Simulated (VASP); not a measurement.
Input of a VASP 6.6.1 run:

Contents of INCAR:

```
ALGO = Normal
EDIFF = 1E-7
ENCUT = 520
GGA = PE
ISIF = 2
ISMEAR = -1
LASPH = True
LCHARG = True
LELF = True
LREAL = False
LVHAR = True
LWAVE = False
NBANDS = 11
NELM = 100
PREC = Accurate
SIGMA = 0.05
```

Contents of KPOINTS:

```
k-points
0
Gamma
  12 12 12
```

Contents of POSCAR:

```
Sr
1.0
   -2.4750052610      2.4750052610      2.3280000000
    2.4750052610     -2.4750052610      2.3280000000
    2.4750052610      2.4750052610     -2.3280000000
Sr
1
Direct
    0.0000000000      0.0000000000      0.0000000000
```

Potentials or basis: VASP PAW PBE potentials, release 64 (Sr_sv).

Run with:

```console
$ cat potpaw_PBE.64/Sr_sv/POTCAR > POTCAR
$ mpirun -np 1 vasp_std > vasp.out
```

(1) Predict the band gap on the k mesh.

(2) Predict the pressure.

Answers

(1) zero (bands 5 and 6 overlap by 0.37 eV).

(2) -0.6 GPa.
